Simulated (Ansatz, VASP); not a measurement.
One calculation of CaPtSe2, two programs

```
Ca Pt Se
1.0
     3.75334    0.00000    0.00000
    -1.87667    3.25049    0.00000
     0.00000    0.00000   11.64474
Ca Pt Se
2 2 4
Direct
  0.66667 0.33333 0.36054
  0.33333 0.66667 0.86054
  0.66667 0.33333 0.11180
  0.33333 0.66667 0.61180
  0.00000 0.00000 0.00000
  0.33333 0.66667 0.22107
  0.00000 0.00000 0.50000
  0.66667 0.33333 0.72107
```

Alike in both runs: task single point; functional PBE; k mesh 6 × 6 × 2; occupations gaussian, width 0.1 eV; no spin polarisation.

```csv
,VASP,Ansatz
version,VASP 6.6.1,Ansatz 0.2.0
potentials or method,"VASP PAW PBE potentials, release 64 (Ca_sv, Pt, Se), cutoff 520 eV","scalar-relativistic, plane waves, PAW"
valence electrons in the cell,64,120
```

```csv
,VASP,Ansatz,Ansatz less VASP
gap on the k mesh at the Fermi level (eV),none,none,-
pressure (GPa),27.5,27.2,-0.33
"traceless stress, the component that is largest in VASP (GPa)",-0.25,-0.29,-0.034
rms of the force components (eV/Å),0.343,0.340,-0.0039
```

Atom by atom the forces differ by 0.011 eV/Å (rms over components). A gap of «none» marks a metal or a gap that the smearing closes. With one functional, cell and mesh, what is left measures potentials, basis and numerics. VASP's potentials hold 64 valence electrons a cell and Ansatz's 120, so a difference there can come from the potentials and not from the codes.

Neither program's run includes spin-orbit coupling.
